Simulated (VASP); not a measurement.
The system is AlCu3.

```
CELL_PARAMETERS angstrom
0.00000 2.92719 2.92719
2.92719 0.00000 2.92719
2.92719 2.92719 0.00000
ATOMIC_POSITIONS crystal
Al 0.00000 0.00000 0.00000
Cu 0.50000 0.50000 0.50000
Cu 0.25000 0.25000 0.25000
Cu 0.75000 0.75000 0.75000
```

Base run:

```yaml
Program: VASP 6.6.1
Functional: LDA
Potentials_or_basis: VASP PAW LDA potentials, release 64 (Al, Cu)
Cutoff: 520 eV
k_mesh: 12 × 12 × 12
Occupations: gaussian, width 0.1 eV
Spin: no spin polarisation
```

Its results: band gap on the k mesh zero (band 18 reaches 11.68 eV, above the bottom of band 19 at 5.96 eV); pressure -10.5 GPa.

Problem. The run is repeated on the same cell with these changes: functional from LDA to r2SCAN; potentials or basis from VASP PAW LDA potentials, release 64 (Al, Cu) to VASP PAW PBE potentials, release 64 (Al, Cu). What comes out?

Solution. Band gap on the k mesh zero (band 18 reaches 11.86 eV, above the bottom of band 19 at 5.87 eV); pressure -4.9 GPa.

Caveats: the PAW data sets were made with another functional, which shifts forces and pressure a little (some runs).
